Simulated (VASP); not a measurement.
A run of VASP 6.6.1 is set up as follows.

Contents of INCAR:

```
SYSTEM = Sb
AGGAC = 0.0 ; ALDAC = 0.0
ALGO = Normal ; EDIFF = 1E-6
ENCUT = 500 ; GGA = PE
GGA_COMPAT = .FALSE. ; ISIF = 2
ISMEAR = -1 ; LASPH = .TRUE.
LCHARG = .TRUE. ; LELF = .TRUE.
LREAL = .FALSE. ; LVHAR = .TRUE.
LWAVE = .FALSE. ; NBANDS = 22
NELM = 120 ; PREC = Accurate
SIGMA = 0.05
```

KPOINTS

```
k-points
0
G
  8 8 8
  0 0 0
```

Contents of POSCAR:

```
Sb
1.0
    2.1102243954      1.2183386227      3.6812845966
   -2.1102243954      1.2183386227      3.6812845966
    0.0000000000     -2.4366772455      3.6812845966
Sb
2
Direct
    0.7665100000      0.7665100000      0.7665100000
    0.2334900000      0.2334900000      0.2334900000
```

Potentials or basis: VASP PAW PBE potentials, release 64 (Sb_d_GW).

Launch:

```sh
$ cat potpaw_PBE.64/Sb_d_GW/POTCAR > POTCAR
$ mpirun -np 1 vasp_std > vasp.out
```

(1) What does it give for the pressure?

(2) Estimate the band gap on the k mesh.

Results:

(1) 17.8 GPa.

(2) zero (band 15 reaches 7.73 eV, above the bottom of band 16 at 7.49 eV).

Caveat: spin-orbit coupling is left out, which moves the levels of the heavy elements.
